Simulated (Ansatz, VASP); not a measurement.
# Two plane-wave programs on SiO2

Contents of INCAR:

```
ALGO = Normal ; EDIFF = 1E-6
ENCUT = 520 ; GGA = PE
ISIF = 2 ; ISMEAR = 0
LASPH = True ; LCHARG = False
LREAL = False ; LWAVE = False
NBANDS = 25 ; NELM = 80
PREC = Accurate ; SIGMA = 0.05
```

File KPOINTS:

```
k-points
0
Gamma
  6 6 8
```

The input POSCAR:

```
SiO2
1.0
    4.1406000000      0.0000000000      0.0000000000
    0.0000000000      4.1406000000      0.0000000000
    0.0000000000      0.0000000000      2.6091000000
Si O
2 4
Direct
    0.5000000000      0.5000000000      0.5000000000
    0.0000000000      0.0000000000      0.0000000000
    0.6930127928      0.6930127928      0.0000000000
    0.1930127928      0.8069872072      0.5000000000
    0.3069872072      0.3069872072      0.0000000000
    0.8069872072      0.1930127928      0.5000000000
```

Input for Ansatz:

```yaml
crystal:
  lattice:
    - [4.1406, 0.0, 0.0]
    - [0.0, 4.1406, 0.0]
    - [0.0, 0.0, 2.6091]
  atoms:
    - { symbol: Si, position: [0.5, 0.5, 0.5] }
    - { symbol: Si, position: [0.0, 0.0, 0.0] }
    - { symbol: O, position: [0.6930127928, 0.6930127928, 0.0] }
    - { symbol: O, position: [0.1930127928, 0.8069872072, 0.5] }
    - { symbol: O, position: [0.3069872072, 0.3069872072, 0.0] }
    - { symbol: O, position: [0.8069872072, 0.1930127928, 0.5] }
basis:
  ecutwfc: 520.0
kpoints:
  mp_grid: { grid: [6, 6, 8] }
hamiltonian:
  xc: pbe
  pseudopotentials: { kind: paw, azcp: { folder: soft_1 } }
scf:
  occupations: { method: gaussian, width: 0.05 }
output:
  forces: true
  stress: true
  eigenvalues: true
  write_density: true
  write_potential: true
  elf: true
  volumetric_format: npy
```

Alike in both runs: task single point; functional PBE; k mesh 6 × 6 × 8; occupations gaussian, width 0.05 eV; no spin polarisation.

```csv
,VASP,Ansatz
version,VASP 6.6.1,Ansatz 0.2.0
potentials or method,"VASP PAW PBE potentials, release 64 (Si, O), cutoff 520 eV","scalar-relativistic, plane waves, PAW"
valence electrons in the cell,32,32
```

VASP gave:

| Item | Value |
| --- | --- |
| gap on the k mesh at the Fermi level (eV) | 6.44 |
| least direct gap on the mesh (eV) | 6.44 |
| pressure (GPa) | 27.5 |
| traceless stress, the component that is largest in VASP (GPa) | 7.63 |
| rms of the force components (eV/Å) | 0.272 |

Q: Which values does Ansatz return?

A: gap on the k mesh at the Fermi level (eV): 6.45; least direct gap on the mesh (eV): 6.45; pressure (GPa): 27.1; traceless stress, the component that is largest in VASP (GPa): 7.01; rms of the force components (eV/Å): 0.259.

Atom by atom the forces differ by 0.013 eV/Å (rms over components).
